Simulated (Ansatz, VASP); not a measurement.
## TaN: VASP beside Ansatz

INCAR

```
  PREC = Accurate
  ENCUT = 600
  EDIFF = 1E-6
  ISMEAR = 0
  SIGMA = 0.15
  LREAL = False
  LASPH = True
  NELM = 120
  ALGO = Normal
  ISIF = 2
  LWAVE = False
  LCHARG = False
  GGA = PS
  NBANDS = 26
  GGA_COMPAT = False
```

The input KPOINTS:

```
regular mesh
0
Gamma
  15 15 8
```

File POSCAR:

```
TaN
1.0
    2.8507545421      0.0000000000      0.0000000000
   -1.4253772710      2.4688258534      0.0000000000
    0.0000000000      0.0000000000      5.8600190937
Ta N
2 2
Direct
    0.0000000000      0.0000000000      0.0000000000
    0.0000000000      0.0000000000      0.5000000000
    0.3333333333      0.6666666667      0.2500000000
    0.6666666667      0.3333333333      0.7500000000
```

Input for Ansatz:

```yaml
crystal:
  lattice:
    - [2.8507545421, 0.0, 0.0]
    - [-1.425377271, 2.4688258534, 0.0]
    - [0.0, 0.0, 5.8600190937]
  atoms:
    - { symbol: Ta, position: [0.0, 0.0, 0.0] }
    - { symbol: Ta, position: [0.0, 0.0, 0.5] }
    - { symbol: "N", position: [0.3333333333, 0.6666666667, 0.25] }
    - { symbol: "N", position: [0.6666666667, 0.3333333333, 0.75] }
basis:
  ecutwfc: 520.0
kpoints:
  mp_grid: { grid: [15, 15, 8] }
hamiltonian:
  xc: pbesol
  pseudopotentials: { kind: paw, azcp: { folder: soft_1 } }
scf:
  occupations: { method: gaussian, width: 0.15 }
output:
  forces: true
  stress: true
  eigenvalues: true
```

Change from the starting cell: mode 4 frozen in at +0.000 Å, equal normal strain along x and y -0.0133.

Alike in both runs: task single point; functional PBEsol; k mesh 15 × 15 × 8; occupations gaussian, width 0.15 eV; no spin polarisation.

```csv
,VASP,Ansatz
version,VASP 6.6.1,Ansatz 0.2.0
potentials or method,"VASP PAW PBE potentials, release 64 (Ta_sv_GW, N), cutoff 600 eV","scalar-relativistic, plane waves, PAW"
valence electrons in the cell,36,36
```

|  | VASP | Ansatz | Ansatz less VASP |
| --- | --- | --- | --- |
| gap on the k mesh at the Fermi level (eV) | none | none | - |
| pressure (GPa) | 9.9 | 9.6 | -0.21 |
| traceless stress, the component that is largest in VASP (GPa) | -5.11 | -5.28 | -0.168 |

VASP's potentials were made for PBE, not for PBEsol, and Ansatz warns of the same on its side. A gap of «none» marks a metal or a gap that the smearing closes.

Spin-orbit coupling is off throughout.
